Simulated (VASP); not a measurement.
A run of VASP 6.6.1:

POSCAR

```
InGa3P4
1.0
   -2.7834816796      2.7834816796      5.5557041547
    2.7834816796     -2.7834816796      5.5557041547
    2.7834816796      2.7834816796     -5.5557041547
Ga P In
3 4 1
Direct
    0.7500000000      0.2500000000      0.5000000000
    0.5000000000      0.5000000000      0.0000000000
    0.2500000000      0.7500000000      0.5000000000
    0.1331493740      0.6064081504      0.0000000000
    0.8668506260      0.8668506260      0.4732587765
    0.6064081504      0.1331493740      0.0000000000
    0.3935918496      0.3935918496      0.5267412235
    0.0000000000      0.0000000000      0.0000000000
```

The input INCAR.step1:

```
SYSTEM = InGa3P4
PREC = Accurate
ENCUT = 520
ISMEAR = 0
SIGMA = 0.01
LREAL = .FALSE.
LASPH = .TRUE.
NELM = 100
NBANDS = 46
GGA = PE
ALGO = Normal
EDIFF = 1E-4
LWAVE = .TRUE.
LCHARG = .FALSE.
```

INCAR.step2

```
SYSTEM = InGa3P4
PREC = Accurate
ENCUT = 520
EDIFF = 1E-6
ISMEAR = 0
SIGMA = 0.01
LREAL = .FALSE.
LASPH = .TRUE.
NELM = 100
ALGO = Normal
ISIF = 2
LWAVE = .FALSE.
LCHARG = .TRUE.
METAGGA = R2SCAN
LMIXTAU = .TRUE.
LELF = .TRUE.
LVHAR = .TRUE.
NBANDS = 46
ISTART = 1
```

KPOINTS

```
regular mesh
0
G
  6 6 6
  0 0 0
```

Potentials or basis: VASP PAW PBE potentials, release 64 (Ga_d, P, In_d).

Run with:

```console
$ cat potpaw_PBE.64/Ga_d/POTCAR potpaw_PBE.64/P/POTCAR potpaw_PBE.64/In_d/POTCAR > POTCAR
$ cp INCAR.step1 INCAR
$ mpirun -np 1 vasp_std > vasp.out
$ cp INCAR.step2 INCAR
$ mpirun -np 1 vasp_std > vasp.out
```

Hardware: 1 thread of Oxide Virtual Turin-like Processor, with other jobs on the host.

Estimate the wall time of this run.

Run time: 41 min on 1 thread of Oxide Virtual Turin-like Processor, with other jobs on the host, peak memory 0.53 GiB. Counts: k points 30.
